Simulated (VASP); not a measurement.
The system is OsC6.

```xyz
7
Lattice="0.0000 3.2011 3.2011 3.2011 0.0000 3.2011 3.2011 3.2011 0.0000" Properties=species:S:1:pos:R:3 pbc="T T T"
Os    0.0000    0.0000    0.0000
C     4.3393    3.2011    3.2011
C     2.0628    3.2011    3.2011
C     3.2011    4.3393    3.2011
C     3.2011    2.0628    3.2011
C     3.2011    3.2011    4.3393
C     3.2011    3.2011    2.0628
```

Base run:

| Quantity | Value |
| --- | --- |
| Program | VASP 6.6.1 |
| Functional | PBE |
| Potentials or basis | VASP PAW PBE potentials, release 64 (Os, C) |
| Cutoff | 520 eV |
| k mesh | 8 × 8 × 8 |
| Occupations | gaussian, width 0.02 eV |
| Spin | no spin polarisation |

Its results: band gap on the k mesh 0.96 eV, direct; pressure 1.0 GPa; largest force 0.030 eV/Å.

Problem. The run is repeated on the same cell with these changes: potentials or basis from VASP PAW PBE potentials, release 64 (Os, C) to VASP PAW PBE potentials, release 64 (Os_sv_GW, C); cutoff from 520 eV to 600 eV; further incar settings from ALGO = Normal; EDIFF = 1e-06; NBANDS = 25 to ALGO = Normal; EDIFF = 1e-06; NBANDS = 29; valence electrons from 32 to 40. What comes out?

Solution. Band gap on the k mesh 0.93 eV, direct; pressure 0.1 GPa; largest force 0.092 eV/Å.

Caveats: spin-orbit coupling is left out, which moves the levels of the heavy elements.

A k mesh can miss the band edges.
